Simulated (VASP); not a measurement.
Here is a VASP 6.6.1 calculation.

INCAR

```
PREC = Accurate
ENCUT = 520
EDIFF = 1E-6
ISMEAR = 0
SIGMA = 0.1
LREAL = False
LASPH = True
NELM = 100
ALGO = Normal
ISIF = 2
LWAVE = False
LCHARG = True
GGA = PE
LELF = True
LVHAR = True
NBANDS = 39
```

Contents of KPOINTS:

```
regular mesh
0
Gamma
  12 12 6
```

Contents of POSCAR:

```
Hf2TeW2S
1.0
    4.6848938004      0.0000000000      0.0000000000
   -2.3424469002      4.0572370452      0.0000000000
    0.0000000000      0.0000000000      6.0783442858
Hf Te W S
2 1 2 1
Direct
    0.3333333333      0.6666666667      0.6167188336
    0.6666666667      0.3333333333      0.3832811664
    0.0000000000      0.0000000000      0.0000000000
    0.3333333333      0.6666666667      0.0739796297
    0.6666666667      0.3333333333      0.9260203703
    0.0000000000      0.0000000000      0.5000000000
```

Potentials or basis: VASP PAW PBE potentials, release 64 (Hf_pv, Te, W_sv, S).

Run with:

```sh
$ cat potpaw_PBE.64/Hf_pv/POTCAR potpaw_PBE.64/Te/POTCAR potpaw_PBE.64/W_sv/POTCAR potpaw_PBE.64/S/POTCAR > POTCAR
$ mpirun -np 1 vasp_std > vasp.out
```

(1) What does it give for the largest force?

(2) What does it give for the pressure?

## Answers

(1) 0.010 eV/Å.

(2) -0.4 GPa.
